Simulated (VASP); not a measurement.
Tl, 1 atom in the cell. It takes space group Fm-3m (No. 225, cubic). The conventional cell has a = 4.927 Å, b = 4.927 Å, c = 4.927 Å, α = 90.00°, β = 90.00°, γ = 90.00°. Within 4.6 Å of Tl (site symmetry m-3m) lie 12 Tl at 3.48 Å. 

| Quantity | Value |
| --- | --- |
| Program | VASP 6.6.1 |
| Task | single point |
| Functional | r2SCAN |
| Potentials or basis | VASP PAW PBE potentials, release 64 (Tl_d) |
| Cutoff | 520 eV |
| k mesh | 12 × 12 × 12 |
| Occupations | fermi-dirac, width 0.1 eV |
| Spin | no spin polarisation |
| Dipole correction | no |
| Further INCAR settings | ALGO = Normal; EDIFF = 1e-06; NBANDS = 12 |

Potentials or basis: VASP PAW PBE potentials, release 64 (Tl_d).

Command:

```console
$ cat potpaw_PBE.64/Tl_d/POTCAR > POTCAR
$ cp INCAR.step1 INCAR
$ mpirun -np 1 vasp_std > vasp.out
$ cp INCAR.step2 INCAR
$ mpirun -np 1 vasp_std > vasp.out
```

Hardware: 1 thread of AMD EPYC 9R45 96-Core Processor (Zen 5), on a shared host.

**Question.** How long does it take, and how much memory?

**Answer.** Wall time 90 s on 1 thread of AMD EPYC 9R45 96-Core Processor (Zen 5), with other jobs on the host, peak memory 0.14 GiB. Counts: k points 72.
